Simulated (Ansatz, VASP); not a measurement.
Two plane-wave programs on Pb

Contents of INCAR:

```
PREC     = Accurate       # precision mode
ENCUT    = 520            # plane-wave cutoff, eV
EDIFF    = 1E-7           # SCF threshold, eV
ISMEAR   = 0              # smearing method
SIGMA    = 0.1            # smearing width, eV
LREAL    = F              # projectors in reciprocal space
LASPH    = T              # aspherical terms in the spheres
NELM     = 100            # most SCF steps
ALGO     = Normal         # electronic algorithm
ISIF     = 2              # what is computed and relaxed
LWAVE    = F              # write WAVECAR
LCHARG   = F              # write CHGCAR
GGA      = PS             # functional
NBANDS   = 13             # bands
```

KPOINTS

```
regular mesh
0
Gamma
  14 14 14
```

POSCAR

```
Pb
1.0
   -1.9796595667      1.9796595667      1.9796595667
    1.9796595667     -1.9796595667      1.9796595667
    1.9796595667      1.9796595667     -1.9796595667
Pb
1
Direct
   -0.0063697821     -0.0301567002     -0.0082792013
```

Input for Ansatz:

```yaml
crystal:
  lattice:
    - [-1.9796595667, 1.9796595667, 1.9796595667]
    - [1.9796595667, -1.9796595667, 1.9796595667]
    - [1.9796595667, 1.9796595667, -1.9796595667]
  atoms:
    - { symbol: Pb, position: [-0.0063697821, -0.0301567002, -0.0082792013] }
basis:
  ecutwfc: 420
kpoints:
  mp_grid: { grid: [14, 14, 14] }
hamiltonian:
  xc: pbesol
scf:
  occupations: { method: gaussian, width: 0.1 }
output:
  forces: true
  stress: true
  eigenvalues: true
```

Change from the starting cell: one atom moved.

Alike in both runs: task single point; functional PBEsol; k mesh 14 × 14 × 14; occupations gaussian, width 0.1 eV; no spin polarisation.

```csv
,VASP,Ansatz
version,VASP 6.6.1,Ansatz 0.2.0
potentials or method,"VASP PAW PBE potentials, release 64 (Pb_d), cutoff 520 eV","scalar-relativistic, plane waves, PAW"
valence electrons in the cell,14,14
```

```csv
,VASP,Ansatz,Ansatz less VASP
gap on the k mesh at the Fermi level (eV),none,none,-
pressure (GPa),-1.7,-1.7,+0.07
```

VASP's potentials were made for PBE, not for PBEsol. A gap of «none» marks a metal or a gap that the smearing closes. With one functional, cell and mesh, what is left measures potentials, basis and numerics.

Spin-orbit coupling is off throughout.
